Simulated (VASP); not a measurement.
Crystal: In3As.

```
CELL_PARAMETERS angstrom
4.73316 0.00000 0.00000
0.00000 4.73316 0.00000
0.00000 0.00000 4.73316
ATOMIC_POSITIONS crystal
In 0.50000 0.50000 0.00000
In 0.50000 0.00000 0.50000
In 0.00000 0.50000 0.50000
As 0.00000 0.00000 0.00000
```

Base run:

* Program: VASP 6.6.1
* Functional: LDA
* Potentials or basis: VASP PAW LDA potentials, release 64 (In_d, As)
* Cutoff: 520 eV
* k mesh: 6 × 6 × 6
* Occupations: fermi-dirac, width 0.05 eV
* Spin: no spin polarisation

Its results: band gap on the k mesh zero (bands 22 and 23 overlap by 3.55 eV); pressure -5.1 GPa.

Q: The run is repeated on the same cell with these changes: functional from LDA to PBE; potentials or basis from VASP PAW LDA potentials, release 64 (In_d, As) to VASP PAW PBE potentials, release 64 (In_d, As). What comes out?

A: Band gap on the k mesh zero (bands 22 and 23 overlap by 3.61 eV); pressure -0.9 GPa.

Caveats: spin-orbit coupling is left out, which moves the levels of the heavy elements; the cell stands under tension (at least some runs).
